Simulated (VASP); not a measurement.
A run of VASP 6.6.1 is set up as follows.

INCAR

```
  PREC = Accurate
  ENCUT = 520
  EDIFF = 1E-7
  ISMEAR = 0
  SIGMA = 0.15
  LREAL = False
  LASPH = True
  NELM = 100
  ALGO = Normal
  ISIF = 2
  LWAVE = False
  LCHARG = False
  GGA = PE
  IVDW = 12
  NBANDS = 78
```

File KPOINTS:

```
Automatic mesh
0
Gamma
  3 2 3
```

POSCAR

```
Sc12H
1.0
    6.6200000000      0.0000000000      0.0000000000
   -4.9650000000      8.5996320000      0.0000000000
    0.0000000000      0.0000000000      5.2761400000
Sc H
12 1
Direct
   -0.0001039954     -0.0013075649     -0.0035099482
    0.1643603604      0.2201692502      0.4954863225
    0.0009513634      0.3339497640     -0.0041476478
    0.1674594626      0.5538913466      0.4979846000
   -0.0000693891      0.6662276174      0.0140469071
    0.1688721666      0.8911241034      0.4979909663
    0.4993651344     -0.0005324113     -0.0031545904
    0.6674920172      0.2220088314      0.4957681489
    0.4999725989      0.3332824195     -0.0051085174
    0.6636319067      0.5536915788      0.4974711960
    0.4992089348      0.6652544697     -0.0039215101
    0.6663814320      0.8884761617      0.4967316337
    0.0002222773      0.6666865133      0.4017412693
```

Potentials or basis: VASP PAW PBE potentials, release 64 (Sc_sv, H).

Launch:

```bash
$ cat potpaw_PBE.64/Sc_sv/POTCAR potpaw_PBE.64/H/POTCAR > POTCAR
$ mpirun -np 1 vasp_std > vasp.out
```

(1) Predict the band gap on the k mesh.

(2) What does it give for the largest force?

Results:

(1) zero (an odd number of electrons rules out a gap without spin polarisation).

(2) 0.035 eV/Å.

Caveat: the k points lie up to 0.40 Å⁻¹ apart, too coarse for converged energies and pressures of a metal.
